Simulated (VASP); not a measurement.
Wanted: the native input for a VASP 6.6.1 run.

```yaml
Task: single point
Functional: PBE
Dispersion: D3(BJ)
Potentials_or_basis: VASP PAW PBE potentials, release 64 (P, C, S)
Cutoff: 520 eV
k_mesh: 6 × 6 × 4
Occupations: gaussian, width 0.1 eV
Spin: no spin polarisation
Dipole_correction: no
Further_INCAR_settings: ALGO = Normal; EDIFF = 1e-06; NBANDS = 26
```

The structure of PCS4 lies in POSCAR:

```
PCS4
1.0
    4.0777444038      0.0000000000      0.0000000000
   -2.0388722019      3.5314302439      0.0000000000
    0.0000000000      0.0000000000      8.4626400870
P C S
1 1 4
Direct
    0.0000000000      0.0000000000      0.5000000000
    0.0000000000      0.0000000000      0.0000000000
    0.0000000000      0.0000000000      0.2654396457
    0.0000000000      0.0000000000      0.7345603543
    0.3333333333      0.6666666667      0.0000000000
    0.6666666667      0.3333333333      0.0000000000
```

The cell was built from a structure type or drawn by symmetry, and may not be a known phase.

One way to write it, as run:

INCAR

```
PREC = Accurate
ENCUT = 520
EDIFF = 1E-6
ISMEAR = 0
SIGMA = 0.1
LREAL = False
LASPH = True
NELM = 80
ALGO = Normal
ISIF = 2
LWAVE = False
LCHARG = False
GGA = PE
IVDW = 12
NBANDS = 26
```

KPOINTS

```
Automatic mesh
0
Gamma
  6 6 4
```

Potentials or basis: VASP PAW PBE potentials, release 64 (P, C, S).

Command:

```sh
$ cat potpaw_PBE.64/P/POTCAR potpaw_PBE.64/C/POTCAR potpaw_PBE.64/S/POTCAR > POTCAR
$ mpirun -np 1 vasp_std > vasp.out
```

Results of the run:

The pressure is -0.3 GPa and the largest force is 0.098 eV/Å. The band gap on the k mesh is zero (an odd number of electrons rules out a gap without spin polarisation). The dispersion energy per atom is -0.253 eV.

It took 100 s on 1 thread of Intel Xeon 8259CL, on a shared host, peak memory 0.26 GiB.
